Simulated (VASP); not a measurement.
Runs of VASP 6.6.1 on Y3N. The structure is that of space group Fm-3m (No. 225), or close to it. The cells are those of the table. The cell was generated, and may not be a known phase.

| task | cell | k mesh | cutoff (eV) | gap on the mesh (eV) | pressure (GPa) | relaxed volume (Å³/atom) |
| --- | --- | --- | --- | --- | --- | --- |
| single point | a = 4.557 Å, angles 60.0°, 4 atoms | 6 × 6 × 6 | 520 | none | 22.4 | - |
| single point | a = 5.091 Å, angles 60.0°, 4 atoms | 6 × 6 × 6 | 520 | none | 0.0 | - |
| relaxation of cell and atoms | relaxed from a = 5.091 Å, angles 60.0°, 4 atoms | 12 × 12 × 12 | 600 | none | 0.0 | (a) |
| single point | a = 5.101 Å, angles 60.0°, 4 atoms | 12 × 12 × 12 | 520 | none | -0.1 | - |
| relaxation of cell and atoms | relaxed from a = 4.557 Å, angles 60.0°, 4 atoms | 6 × 6 × 6 | 600 | none | -0.1 | 23.37 |

Alike in all rows: level PBE; potentials or basis VASP PAW PBE potentials, release 64 (Y_sv, N); no spin polarisation; smearing gaussian 0.1 eV.

Fill in the values left out.

(a) 23.38.

Caveats: the cell stands under pressure (at least some runs); the volume moved by over 15 % at a fixed basis, so the end points are rough (at least some runs).

A k mesh can miss the band edges, and the runs leave out spin-orbit coupling on Y.

A gap of «none» marks levels without a gap at the run's occupations.
